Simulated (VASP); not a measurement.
Eu:

```
Eu
1.0
     0.00000    2.78930    2.78930
     2.78930    0.00000    2.78930
     2.78930    2.78930    0.00000
Eu
1
Direct
  0.00000 0.00000 0.00000
```

This isn't the form of Eu at room conditions, which is bcc.

Base run:

| Item | Value |
| --- | --- |
| Program | VASP 6.6.1 |
| Functional | PBE |
| Potentials or basis | VASP PAW PBE potentials, release 64 (Eu) |
| Cutoff | 520 eV |
| k mesh | 7 × 7 × 7 |
| Occupations | fermi-dirac, width 0.05 eV |
| Spin | collinear spin, ferromagnetic start |
| Starting moments | [8.8] μB |
| Fixed moment | 8.8 μB |

Its results: pressure -0.9 GPa; site moments Eu +7.02 μB.

Q: The run is repeated on the same cell with these changes: fixed moment from 8.8 μB to 5.2 μB; moments at the start from [8.8] to [5.2]. What comes out?

A: Pressure 0.4 GPa; site moments Eu +6.06 μB.

Caveats: the total moment is fixed, so each spin has its own Fermi level.
